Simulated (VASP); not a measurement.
Sb:

```
Sb
1.0
     0.00000    2.38646    2.38646
     2.38646    0.00000    2.38646
     2.38646    2.38646    0.00000
Sb
1
Direct
  0.00000 0.00000 0.00000
```

```yaml
Program: VASP 6.6.1
Task: relaxation of cell and atoms
Functional: BLYP
Potentials_or_basis: VASP PAW PBE potentials, release 64 (Sb)
Cutoff: 600 eV
k_mesh: 11 × 11 × 11
Occupations: fermi-dirac, width 0.1 eV
Spin: no spin polarisation
```

At the start: pressure 6.4 GPa; volume 27.18 Å³/atom.

How do energy, volume and symmetry change on relaxing?

Over 3 steps the energy falls by 57.7 meV/atom and the volume is 30.40 Å³/atom (+11.9 %); space group Fm-3m (No. 225, to 0.05 Å).

Step by step:
```tsv
step	energy change (eV)	largest force (eV/Å)	pressure (GPa)	volume (Å³)
1	0.0000	0.0000	6.36	27.18
2	-0.0515	0.0000	-1.55	31.66
3	-0.0577	0.0000	0.03	30.40
```

Final structure:
```yaml
crystal:
  lattice:
    - [0.00000, 2.47723, 2.47723]
    - [2.47723, 0.00000, 2.47723]
    - [2.47723, 2.47723, 0.00000]
  atoms:
    - { symbol: Sb, position: [0.00000, 0.00000, 0.00000] }
```

Caveat: the PAW data sets were made with another functional, which shifts forces and pressure a little.
